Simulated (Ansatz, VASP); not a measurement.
## Hg in VASP and in Ansatz

```
Hg
1.0
     3.41842    0.00000    0.00000
    -1.70921    2.96044    0.00000
     0.00000    0.00000   10.82937
Hg
4
Direct
  0.00000 0.00000 0.00000
  0.00000 0.00000 0.50000
  0.33333 0.66667 0.25000
  0.66667 0.33333 0.75000
```

Alike in both runs: task single point; functional PBE; k mesh 12 × 12 × 4; occupations fermi-dirac, width 0.1 eV; no spin polarisation.

```csv
,VASP,Ansatz
version,VASP 6.6.1,Ansatz 0.2.0
potentials or method,"VASP PAW PBE potentials, release 64 (Hg), cutoff 500 eV","plane waves (420 eV) with PAW, scalar-relativistic"
valence electrons in the cell,48,80
```

Ansatz gave:

* pressure (GPa): 1.2

Question: What did VASP give for the same quantities?

Answer: Pressure (GPa): 1.3.

With one functional, cell and mesh, what is left measures potentials, basis and numerics. VASP's potentials hold 48 valence electrons a cell and Ansatz's 80, so a difference there can come from the potentials and not from the codes.

Spin-orbit coupling is off throughout.
